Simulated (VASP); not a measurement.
Wanted: the native input for a VASP 6.6.1 run.

| Item | Value |
| --- | --- |
| Task | single point |
| Functional | r2SCAN |
| Potentials or basis | VASP PAW PBE potentials, release 64 (Ga_d, Sb) |
| Cutoff | 550 eV |
| k mesh | 5 × 5 × 5 |
| Occupations | fermi-dirac, width 0.02 eV |
| Spin | no spin polarisation |
| Dipole correction | no |
| Further INCAR settings | ALGO = Normal; EDIFF = 1e-06; NBANDS = 16 |

The system is GaSb.

```
CELL_PARAMETERS angstrom
0.00000 3.06588 3.06588
3.06588 0.00000 3.06588
3.06588 3.06588 0.00000
ATOMIC_POSITIONS crystal
Ga 0.00000 0.00000 0.00000
Sb 0.25000 0.25000 0.25000
```

These files were run (other wordings do the same):

POSCAR

```
GaSb
1.0
    0.0000000000      3.0658788003      3.0658788003
    3.0658788003      0.0000000000      3.0658788003
    3.0658788003      3.0658788003      0.0000000000
Ga Sb
1 1
Direct
    0.0000000000      0.0000000000      0.0000000000
    0.2500000000      0.2500000000      0.2500000000
```

INCAR.step1

```
SYSTEM = GaSb
ALGO     = Normal         ! electronic algorithm
EDIFF    = 1E-5           ! SCF threshold, eV
ENCUT    = 550            ! plane-wave cutoff, eV
GGA      = PE             ! functional
GGA_COMPAT= .FALSE.      
ISMEAR   = -1             ! smearing method
LASPH    = .TRUE.         ! aspherical terms in the spheres
LCHARG   = .FALSE.        ! write CHGCAR
LREAL    = .FALSE.        ! projectors in reciprocal space
LWAVE    = .TRUE.         ! write WAVECAR
NBANDS   = 16             ! bands
NELM     = 120            ! most SCF steps
PREC     = Accurate       ! precision mode
SIGMA    = 0.02           ! smearing width, eV
```

INCAR.step2

```
SYSTEM = GaSb
ALGO     = Normal         ! electronic algorithm
EDIFF    = 1E-6           ! SCF threshold, eV
ENCUT    = 550            ! plane-wave cutoff, eV
GGA_COMPAT= .FALSE.      
ISIF     = 2              ! what is computed and relaxed
ISMEAR   = -1             ! smearing method
ISTART   = 1            
LASPH    = .TRUE.         ! aspherical terms in the spheres
LCHARG   = .FALSE.        ! write CHGCAR
LMIXTAU  = .TRUE.       
LREAL    = .FALSE.        ! projectors in reciprocal space
LWAVE    = .FALSE.        ! write WAVECAR
METAGGA  = R2SCAN         ! meta-GGA
NBANDS   = 16             ! bands
NELM     = 120            ! most SCF steps
PREC     = Accurate       ! precision mode
SIGMA    = 0.02           ! smearing width, eV
```

KPOINTS

```
k-points
0
G
  5 5 5
  0 0 0
```

Potentials or basis: VASP PAW PBE potentials, release 64 (Ga_d, Sb).

Launch:

```sh
$ cat potpaw_PBE.64/Ga_d/POTCAR potpaw_PBE.64/Sb/POTCAR > POTCAR
$ cp INCAR.step1 INCAR
$ mpirun -np 1 vasp_std > vasp.out
$ cp INCAR.step2 INCAR
$ mpirun -np 1 vasp_std > vasp.out
```

It gave:

The pressure is 0.1 GPa and the band gap on the k mesh is 0.40 eV.

Caveat: the PAW data sets were made with another functional, which shifts forces and pressure a little; spin-orbit coupling is left out, which moves the levels of the heavy elements; an odd mesh through Γ misses points on the zone boundary, where band edges can lie.

Wall time 21 s on 1 thread of Intel(R) Xeon(R) 6975P-C (Granite Rapids) (shared host), peak memory 0.21 GiB.
